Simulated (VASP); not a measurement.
# CdSe (P1) in VASP: single point with PBEsol

Aim: the single point of CdSe with PBEsol.

Everything below comes from runs of VASP 6.6.1. Logs are shortened: lines on timing, memory, paths and dates and some standing lists are left out, and cuts for length are marked.

### 1 The cell of the first run

The typed cell holds 16 atoms: a = 8.685 Å, b = 8.685 Å, c = 7.079 Å, α = 90.00°, β = 90.00°, γ = 120.00°.

### 2 Single point, PBEsol

INCAR

```
PREC = Accurate
ENCUT = 520
EDIFF = 1E-6
ISMEAR = -1
SIGMA = 0.146
LREAL = Auto
LASPH = T
NELM = 80
ALGO = Normal
ISIF = 2
LWAVE = F
LCHARG = F
GGA = PS
NBANDS = 86
```

KPOINTS

```
regular mesh
0
Gamma
  3 3 2
```

POSCAR

```
CdSe
1.0
    8.6848090000      0.0000000000      0.0000000000
   -4.3424050000      7.5212650000      0.0000000000
    0.0000000000      0.0000000000      7.0794140000
Cd Se
8 8
Direct
    0.1641152250      0.3336241975      0.0044798906
    0.3340433621      0.1698968192      0.5018805229
    0.1678702853      0.8318292202      0.0055672687
    0.3329943244      0.6652353028      0.5029491141
    0.6633302019      0.3301154792      0.0045640783
    0.8358108192      0.1660276563      0.5061657646
    0.6686964235      0.8323695549      0.0042021840
    0.8328687761      0.6661396720      0.5010102531
    0.1648724572      0.3361834745      0.3834530655
    0.3347835457      0.1686185768      0.8822913874
    0.1666744413      0.8359868985      0.3828975110
    0.3362864530      0.6671647655      0.8763154690
    0.6670070116      0.3328698032      0.3809169799
    0.8353523450      0.1709372027      0.8804933572
    0.6681435769      0.8323869721      0.3847042990
    0.8291363202      0.6641970466      0.8825984750
```

Potentials or basis: VASP PAW PBE potentials, release 64 (Cd, Se).

Started as:

```console
$ cat potpaw_PBE.64/Cd/POTCAR potpaw_PBE.64/Se/POTCAR > POTCAR
$ mpirun -np 1 vasp_std > vasp.out
```

OUTCAR:

```text
PREC = Accurate
   ENCUT = 520
   EDIFF = 1E-6
   ISMEAR = -1
   LREAL = Auto
   LASPH = T
   NELM = 80
   ISIF = 2
   GGA = PS

 ion  position               nearest neighbor table
   1  0.164  0.334  0.004-  14 2.62  12 2.67  10 2.67   9 2.68
   2  0.334  0.170  0.502-  13 2.65  11 2.65   9 2.66  10 2.69
   3  0.168  0.832  0.006-  12 2.67  11 2.67  10 2.68  16 2.69
   4  0.333  0.665  0.503-   9 2.62  12 2.64  15 2.66  11 2.67
   5  0.663  0.330  0.005-  10 2.62  14 2.64  16 2.66  13 2.66
   6  0.836  0.166  0.506-   9 2.62  14 2.65  15 2.65  13 2.68
[... 8 lines left out ...]
  15  0.668  0.832  0.385-   8 2.62   6 2.65   4 2.66   7 2.69
  16  0.829  0.664  0.883-   7 2.62   5 2.66   3 2.69   8 2.70

  LATTYP: Found a hexagonal cell.
 ALAT       =     8.6848090000
 C/A-ratio  =     0.8151490724

  Lattice vectors:

 A1 = (   8.6848090000,   0.0000000000,   0.0000000000)
 A2 = (  -4.3424050000,   7.5212650000,   0.0000000000)
 A3 = (   0.0000000000,   0.0000000000,   7.0794140000)

Analysis of symmetry for initial positions (statically):
=====================================================================
 Subroutine PRICEL returns:
 Original cell was already a primitive cell.

 Routine SETGRP: Setting up the symmetry group for a
 hexagonal supercell.

 Subroutine GETGRP returns: Found  1 space group operations
 (whereof  1 operations were pure point group operations)
 out of a pool of 24 trial point group operations.

The static configuration has the point symmetry C_1 .

Analysis of symmetry for dynamics (positions and initial velocities):
=====================================================================
 Subroutine PRICEL returns:
 Original cell was already a primitive cell.

 Routine SETGRP: Setting up the symmetry group for a
 hexagonal supercell.

 Subroutine GETGRP returns: Found  1 space group operations
 (whereof  1 operations were pure point group operations)
 out of a pool of 24 trial point group operations.

The dynamic configuration has the point symmetry C_1 .

 Subroutine INISYM returns: Found  1 space group operations
 (whereof  1 operations are pure point group operations),
 and found     1 'primitive' translations

----------------------------------------------------------------------------------------

                                     Primitive cell

  volume of cell :     462.4326

  direct lattice vectors                    reciprocal lattice vectors
     8.684809000  0.000000000  0.000000000     0.115143580  0.066478187  0.000000000
    -4.342405000  7.521265000  0.000000000     0.000000000  0.132956358  0.000000000
     0.000000000  0.000000000  7.079414000     0.000000000  0.000000000  0.141254629

  length of vectors
     8.684809000  8.684809059  7.079414000     0.132956359  0.132956358  0.141254629

  position of ions in fractional coordinates (direct lattice)
     0.164115225  0.333624198  0.004479891
     0.334043362  0.169896819  0.501880523
     0.167870285  0.831829220  0.005567269
     0.332994324  0.665235303  0.502949114
     0.663330202  0.330115479  0.004564078
     0.835810819  0.166027656  0.506165765
[... 8 lines left out ...]
     0.668143577  0.832386972  0.384704299
     0.829136320  0.664197047  0.882598475

  ion indices of the primitive-cell ions
   primitive index   ion index
                 1           1
                 2           2
                 3           3
                 4           4
                 5           5
                 6           6
[... 8 lines left out ...]
                15          15
                16          16

----------------------------------------------------------------------------------------

 KPOINTS: regular mesh

Automatic generation of k-mesh.
 Grid dimensions read from file:
 generate k-points for:    3    3    2

 Generating k-lattice:

  Cartesian coordinates                     Fractional coordinates (reciprocal lattice)
     0.038381193  0.022159396  0.000000000     0.333333333  0.000000000  0.000000000
     0.000000000  0.044318786  0.000000000     0.000000000  0.333333333  0.000000000
     0.000000000  0.000000000  0.070627315     0.000000000  0.000000000  0.500000000

  Length of vectors
     0.044318786  0.044318786  0.070627315

  Shift w.r.t. Gamma in fractional coordinates (k-lattice)
     0.000000000  0.000000000  0.000000000

 Subroutine IBZKPT returns following result:
 ===========================================

 Found     10 irreducible k-points:

 Following reciprocal coordinates:
            Coordinates               Weight
  0.000000  0.000000  0.000000      1.000000
  0.333333  0.000000  0.000000      2.000000
  0.000000  0.333333  0.000000      2.000000
 -0.333333  0.333333  0.000000      2.000000
  0.333333  0.333333  0.000000      2.000000
  0.000000  0.000000  0.500000      1.000000
  0.333333  0.000000  0.500000      2.000000
  0.000000  0.333333  0.500000      2.000000
 -0.333333  0.333333  0.500000      2.000000
  0.333333  0.333333  0.500000      2.000000
   k-points           NKPTS =     10   k-points in BZ     NKDIM =     10   number of bands    NBANDS=     86
   number of dos      NEDOS =    301   number of ions     NIONS =     16
   total plane-waves  NPLWV = 264600
   dimension x,y,z NGX =    70 NGY =   70 NGZ =   54
   dimension x,y,z NGXF=   140 NGYF=  140 NGZF=  108
   ions per type =               8   8
   NGX,Y,Z   is equivalent  to a cutoff of  13.40, 13.40, 12.68 a.u.
   NGXF,Y,Z  is equivalent  to a cutoff of  26.80, 26.80, 25.36 a.u.
 SYSTEM =  unknown system
   PREC   = accura    normal or accurate (medium, high low for compatibility)
   ISTART =      0    job   : 0-new  1-cont  2-samecut
   ICHARG =      2    charge: 1-file 2-atom 10-const
   ISPIN  =      1    spin polarized calculation?
   LNONCOLLINEAR =      F non collinear calculations
   LSORBIT =      F    spin-orbit coupling
   LASPH  =      T    aspherical Exc in radial PAW
   ENCUT  =  520.0 eV  38.22 Ry    6.18 a.u.  16.15 16.15 13.16*2*pi/ulx,y,z
   NELM   =     80;   NELMIN=  2; NELMDL= -5     # of ELM steps
   EDIFF  = 0.1E-05   stopping-criterion for ELM
   LREAL  =      T    real-space projection
   EDIFFG = 0.1E-04   stopping-criterion for IOM
   NSW    =      0    number of steps for IOM
   IBRION =     -1    ionic relax: 0-MD 1-quasi-New 2-CG
   NFREE  =      0    steps in history (QN), initial steepest desc. (CG)
   ISIF   =      2    stress and relaxation
   ISYM   =      2    0-nonsym 1-usesym 2-fastsym
   POTIM  = 0.5000    time-step for ionic-motion
   TEBEG  =    0.0;   TEEND  =   0.0 temperature during run
   PSTRESS=    0.0 pullay stress
   NELECT =     144.0000    total number of electrons
   NUPDOWN=      -1.0000    fix difference up-down
   EMIN   =  10.00;   EMAX   =-10.00  energy-range for DOS
   EFERMI =   0.00;   METHOD = LEGACY
   ISMEAR =    -1;   SIGMA  =   0.15  broadening in eV -4-tet -1-fermi 0-gaus
   EFERMI_NEDOS =   21; number of points for ismear=-14 and -15
   IALGO  =     38    algorithm
   IMIX   =      4    mixing-type and parameters
     AMIX     =   0.40;   BMIX     =  1.00
     AMIX_MAG =   1.60;   BMIX_MAG =  1.00
  volume/ion in A,a.u.               =      28.90       195.04
  Fermi-wavevector in a.u.,A,eV,Ry     =   1.109633  2.096903 16.752666  1.231286
  Thomas-Fermi vector in A             =   2.246175
   LORBIT       =      0    0 simple, 1 ext, 2 COOP (PROOUT), +10 PAW based schemes
   GGA     = PS    functional components
   LHFCALC =     F    Hartree Fock is set to
   AEXX    =    0.0000 exact exchange contribution
   IVDW    =     0    specifies the selected vdW correction
   LEPSILON=     F    determine dielectric tensor
   LRPA    =     F    only Hartree local field effects (RPA)
 non-spin polarized calculation
  energy-cutoff  :      520.00
  volume of cell :      462.43
 maximum number of plane-waves:     12480
 NGX is ok and might be reduce to    70
   NGX = 33   NGY = 33   NGZ = 27

 number of electron     143.9999989 magnetization

 Free energy of the ion-electron system (eV)
  ---------------------------------------------------
  ext. energy  EPLUGINS =         0.00000000
  ---------------------------------------------------
  free energy    TOTEN  =       -49.33573678 eV

  energy without entropy =      -49.29474591  energy(sigma->0) =      -49.31524134

 E-fermi :   1.0133     XC(G=0):  -8.9685

 val. band max:        0.6016124195   @ k =   0.0000   0.0000   0.0000
 cond. band min:       1.0908395972   @ k =   0.0000   0.0000   0.0000
 fundamental gap:      0.4892271776
 Fermi energy:         1.0132890243

 k-point     1 :       0.0000    0.0000    0.0000
  band No.  band energies     occupation
      1     -11.8862      2.00000
      2     -11.5575      2.00000
      3     -11.5386      2.00000
      4     -11.5174      2.00000
      5     -11.5120      2.00000
      6     -11.4141      2.00000
[... 76 lines left out ...]
     83       5.3042      0.00000
     84       6.3587      0.00000

 k-point     2 :       0.3333    0.0000    0.0000
  band No.  band energies     occupation
      1     -11.8081      2.00000
      2     -11.6396      2.00000
      3     -11.5392      2.00000
      4     -11.5194      2.00000
      5     -11.4934      2.00000
      6     -11.4327      2.00000
[... 76 lines left out ...]
     83       5.5728      0.00000
     84       5.7576      0.00000

 k-point     3 :       0.0000    0.3333    0.0000
  band No.  band energies     occupation
      1     -11.8090      2.00000
      2     -11.6374      2.00000
      3     -11.5416      2.00000
      4     -11.5258      2.00000
      5     -11.4857      2.00000
      6     -11.4303      2.00000
[... 76 lines left out ...]
     83       5.5606      0.00000
     84       5.7466      0.00000

 k-point     4 :      -0.3333    0.3333    0.0000
  band No.  band energies     occupation
      1     -11.8099      2.00000
      2     -11.6314      2.00000
      3     -11.5447      2.00000
      4     -11.5306      2.00000
      5     -11.4878      2.00000
      6     -11.4173      2.00000
[... 76 lines left out ...]
     83       5.5556      0.00000
     84       5.7525      0.00000

 k-point     5 :       0.3333    0.3333    0.0000
  band No.  band energies     occupation
      1     -11.7157      2.00000
      2     -11.6734      2.00000
      3     -11.6502      2.00000
      4     -11.4844      2.00000
      5     -11.4514      2.00000
      6     -11.4346      2.00000
[... 76 lines left out ...]
     83       5.5975      0.00000
     84       5.6313      0.00000

 k-point     6 :       0.0000    0.0000    0.5000
  band No.  band energies     occupation
      1     -11.7292      2.00000
      2     -11.6834      2.00000
      3     -11.5176      2.00000
      4     -11.4741      2.00000
      5     -11.4686      2.00000
      6     -11.4528      2.00000
[... 76 lines left out ...]
     83       5.3141      0.00000
     84       5.3405      0.00000

 k-point     7 :       0.3333    0.0000    0.5000
  band No.  band energies     occupation
      1     -11.6733      2.00000
      2     -11.6267      2.00000
      3     -11.5523      2.00000
      4     -11.5142      2.00000
      5     -11.4831      2.00000
      6     -11.4624      2.00000
[... 76 lines left out ...]
     83       5.5587      0.00000
     84       5.5933      0.00000

 k-point     8 :       0.0000    0.3333    0.5000
  band No.  band energies     occupation
      1     -11.6730      2.00000
      2     -11.6280      2.00000
      3     -11.5536      2.00000
      4     -11.5120      2.00000
      5     -11.4786      2.00000
      6     -11.4659      2.00000
[... 76 lines left out ...]
     83       5.5562      0.00000
     84       5.5761      0.00000

 k-point     9 :      -0.3333    0.3333    0.5000
  band No.  band energies     occupation
      1     -11.6750      2.00000
      2     -11.6286      2.00000
      3     -11.5447      2.00000
      4     -11.4984      2.00000
      5     -11.4968      2.00000
      6     -11.4671      2.00000
[... 76 lines left out ...]
     83       5.5513      0.00000
     84       5.5887      0.00000

 k-point    10 :       0.3333    0.3333    0.5000
  band No.  band energies     occupation
      1     -11.6222      2.00000
      2     -11.5720      2.00000
      3     -11.5612      2.00000
      4     -11.5442      2.00000
      5     -11.5303      2.00000
      6     -11.4988      2.00000
[... 76 lines left out ...]
     83       5.4521      0.00000
     84       5.4636      0.00000
 [bands above 84 left out]

------------------------ aborting loop because EDIFF is reached ----------------------------------------

  FORCE on cell =-STRESS in cart. coord.  units (eV):
  Direction    XX          YY          ZZ          XY          YZ          ZX
  --------------------------------------------------------------------------------------
  -------------------------------------------------------------------------------------
  Total       -2.1887056     -2.6129506     -3.4515532      0.2077881      0.3372320     -0.0959760
  in kB       -7.5831469     -9.0530163    -11.9584992      0.7199176      1.1683981     -0.3325253
  external PRESSURE =      -9.5315541 kB  Pullay stress =       0.0000000 kB

 VOLUME and BASIS-vectors are now :
 -----------------------------------------------------------------------------
  energy-cutoff  :      520.00
  volume of cell :      462.43
      direct lattice vectors                 reciprocal lattice vectors
     8.684809000  0.000000000  0.000000000     0.115143580  0.066478187  0.000000000
    -4.342405000  7.521265000  0.000000000     0.000000000  0.132956358  0.000000000
     0.000000000  0.000000000  7.079414000     0.000000000  0.000000000  0.141254629

 POSITION                                       TOTAL-FORCE (eV/Angst)
 -----------------------------------------------------------------------------------
     -0.02342      2.50928      0.03172         0.143456      0.075587      0.059232
      2.16334      1.27784      3.55302         0.001534      0.012301      0.132506
     -2.15422      6.25641      0.03941        -0.079279      0.002148     -0.049212
      0.00327      5.00341      3.56058        -0.051822      0.191894     -0.007096
      4.32740      2.48289      0.03231         0.044818      0.111438      0.074053
      6.53790      1.24874      3.58336        -0.169864     -0.021078      0.003416
[... 8 lines left out ...]
      2.18814      6.26060      2.72348        -0.147304      0.090129     -0.216629
      4.31668      4.99560      6.24828         0.283019      0.047256     -0.141344
 -----------------------------------------------------------------------------------
    total drift:                               -0.007297     -0.013650     -0.018638

  FREE ENERGIE OF THE ION-ELECTRON SYSTEM (eV)
  ---------------------------------------------------
  free  energy   TOTEN  =       -49.3357367825 eV

  energy  without entropy=      -49.2947459058  energy(sigma->0) =      -49.31524134
```

It took 22 min on 1 thread of Intel Xeon 8259CL, shared host; peak memory 0.69 GiB.

Results:

| Quantity | Value |
| --- | --- |
| Free energy | -49.3357 eV |
| Pressure | -1.0 GPa |
| Largest force | 0.320 eV/Å |
| Band gap on the k mesh | 0.49 eV |

Forces in eV/Å, atoms in the order of the input:
```
Cd   0.143  0.076  0.059
Cd   0.002  0.012  0.133
Cd  -0.079  0.002 -0.049
Cd  -0.052  0.192 -0.007
Cd   0.045  0.111  0.074
Cd  -0.170 -0.021  0.003
Cd  -0.096  0.148  0.098
Cd   0.072 -0.054  0.196
Se   0.149 -0.109 -0.215
Se  -0.179 -0.160 -0.113
Se   0.101 -0.061 -0.077
Se  -0.090  0.015  0.207
Se   0.055 -0.046 -0.004
Se  -0.036 -0.242  0.053
Se  -0.147  0.090 -0.217
Se   0.283  0.047 -0.141
```

Stress tensor (GPa, compression positive):
```
-0.76  0.07 -0.03
 0.07 -0.91  0.12
-0.03  0.12 -1.20
```

Caveat: the k points lie up to 0.44 Å⁻¹ apart; the atoms stand as in a frame of molecular dynamics; semilocal functionals underestimate gaps, and a narrow one can read as zero; the PAW data sets were made with another functional, which shifts forces and pressure a little.
